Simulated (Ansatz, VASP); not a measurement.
## One calculation of Ta, two programs

INCAR

```
ALGO     = Normal         # electronic algorithm
EDIFF    = 1E-6           # SCF threshold, eV
EDIFFG   = -0.01          # ionic threshold
ENCUT    = 600            # plane-wave cutoff, eV
GGA      = PS             # functional
IBRION   = 2              # ionic algorithm
ISIF     = 3              # what is computed and relaxed
ISMEAR   = 0              # smearing method
LASPH    = True           # aspherical terms in the spheres
LCHARG   = False          # write CHGCAR
LREAL    = Auto         
LUSENCCL = False        
LWAVE    = False          # write WAVECAR
NELM     = 80             # most SCF steps
NSW      = 80             # ionic steps
PREC     = Accurate       # precision mode
SIGMA    = 0.1            # smearing width, eV
```

File KPOINTS:

```
k-points
0
Gamma
  8 8 8
```

Contents of POSCAR:

```
Ta
1.0
    6.6400000000      0.0000000000      0.0000000000
    0.0000000000      6.6400000000      0.0000000000
    0.0000000000      0.0000000000      6.6400000000
Ta
16
Direct
    0.0000000000      0.0000000000      0.0000000000
    0.2500000000      0.2500000000      0.2500000000
    0.0000000000      0.0000000000      0.5000000000
    0.2500000000      0.2500000000      0.7500000000
    0.0000000000      0.5000000000      0.0000000000
    0.2500000000      0.7500000000      0.2500000000
    0.0000000000      0.5000000000      0.5000000000
    0.2500000000      0.7500000000      0.7500000000
    0.5000000000      0.0000000000      0.0000000000
    0.7500000000      0.2500000000      0.2500000000
    0.5000000000      0.0000000000      0.5000000000
    0.7500000000      0.2500000000      0.7500000000
    0.5000000000      0.5000000000      0.0000000000
    0.7500000000      0.7500000000      0.2500000000
    0.5000000000      0.5000000000      0.5000000000
    0.7500000000      0.7500000000      0.7500000000
```

Input for Ansatz:

```yaml
crystal:
  lattice:
    - [6.64, 0.0, 0.0]
    - [0.0, 6.64, 0.0]
    - [0.0, 0.0, 6.64]
  atoms:
    - { symbol: Ta, position: [0.0, 0.0, 0.0] }
    - { symbol: Ta, position: [0.25, 0.25, 0.25] }
    - { symbol: Ta, position: [0.0, 0.0, 0.5] }
    - { symbol: Ta, position: [0.25, 0.25, 0.75] }
    - { symbol: Ta, position: [0.0, 0.5, 0.0] }
    - { symbol: Ta, position: [0.25, 0.75, 0.25] }
    - { symbol: Ta, position: [0.0, 0.5, 0.5] }
    - { symbol: Ta, position: [0.25, 0.75, 0.75] }
    - { symbol: Ta, position: [0.5, 0.0, 0.0] }
    - { symbol: Ta, position: [0.75, 0.25, 0.25] }
    - { symbol: Ta, position: [0.5, 0.0, 0.5] }
    - { symbol: Ta, position: [0.75, 0.25, 0.75] }
    - { symbol: Ta, position: [0.5, 0.5, 0.0] }
    - { symbol: Ta, position: [0.75, 0.75, 0.25] }
    - { symbol: Ta, position: [0.5, 0.5, 0.5] }
    - { symbol: Ta, position: [0.75, 0.75, 0.75] }
scf:
  occupations: { method: gaussian, width: 0.1 }
output:
  forces: true
  stress: true
  eigenvalues: true
hamiltonian:
  xc: pbesol
kpoints:
  mp_grid: { grid: [8, 8, 8] }
relax:
  f_tol: 0.01
  max_steps: 60
  cell: { stress_tol: 0.03 }
```

Alike in both runs: task relaxation of cell and atoms; functional PBEsol; k mesh 8 × 8 × 8; occupations gaussian, width 0.1 eV; no spin polarisation.

|  | VASP | Ansatz |
| --- | --- | --- |
| version | VASP 6.6.1 | Ansatz 0.2.0 |
| potentials or method | VASP PAW PBE potentials, release 64 (Ta_pv) | scalar-relativistic, plane waves, PAW |
| plane-wave cutoff (eV) | 600 | 420 |
| valence electrons in the cell | 176 | 208 |

|  | VASP | Ansatz | Ansatz less VASP |
| --- | --- | --- | --- |
| gap on the k mesh at the Fermi level, each at its own relaxed structure (eV) | none | none | - |
| relaxed volume (Å³/atom) | 17.69 | 17.67 | -0.017 |
| relaxed cell length with the largest relative difference (Å) | 6.565 | 6.563 | -0.0021 |

VASP's potentials were made for PBE, not for PBEsol. A gap of «none» marks a metal or a gap that the smearing closes. VASP's potentials hold 176 valence electrons a cell and Ansatz's 208, so a difference there can come from the potentials and not from the codes.

Neither program's run includes spin-orbit coupling.
